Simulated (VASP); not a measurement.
Input of a VASP 6.6.1 run:

POSCAR

```
Pt
1.0
    2.8114982086      0.0000000000      0.0000000000
   -1.4057491043      2.4348288714      0.0000000000
    0.0000000000      0.0000000000      6.7729781432
Pt
3
Direct
    0.0000000000      0.0000000000      0.0000000000
    0.3333333333      0.6666666667      0.3333333333
    0.6666666667      0.3333333333      0.6666666667
```

INCAR.step1

```
SYSTEM = Pt
  ALGO = Normal
  EDIFF = 1E-4
  ENCUT = 520
  GGA = PE
  ISMEAR = 1
  LASPH = .True.
  LCHARG = .False.
  LREAL = .False.
  LWAVE = .True.
  NBANDS = 22
  NELM = 80
  PREC = Accurate
  SIGMA = 0.1
```

The input INCAR.step2:

```
SYSTEM = Pt
  ALGO = Normal
  EDIFF = 1E-6
  ENCUT = 520
  ISIF = 2
  ISMEAR = 1
  ISTART = 1
  LASPH = .True.
  LCHARG = .False.
  LMIXTAU = .True.
  LREAL = .False.
  LWAVE = .False.
  METAGGA = R2SCAN
  NBANDS = 22
  NELM = 80
  PREC = Accurate
  SIGMA = 0.1
```

Contents of KPOINTS:

```
k-points
0
Gamma
  18 18 8
  0 0 0
```

Potentials or basis: VASP PAW PBE potentials, release 64 (Pt).

Launch:

```bash
$ cat potpaw_PBE.64/Pt/POTCAR > POTCAR
$ cp INCAR.step1 INCAR
$ mpirun -np 1 vasp_std > vasp.out
$ cp INCAR.step2 INCAR
$ mpirun -np 1 vasp_std > vasp.out
```

Question: What does it give for the pressure?

Answer: -2.2 GPa.

Question: Estimate the band gap on the k mesh.

Answer: Zero (bands 15 and 16 overlap by 1.94 eV).

Stress tensor (GPa, compression positive):
```
-2.72  0.00  0.00
 0.00 -2.72  0.00
 0.00  0.00 -1.03
```

Caveat: the PAW data sets were made with another functional, which shifts forces and pressure a little; spin-orbit coupling is left out, which moves the levels of the heavy elements.
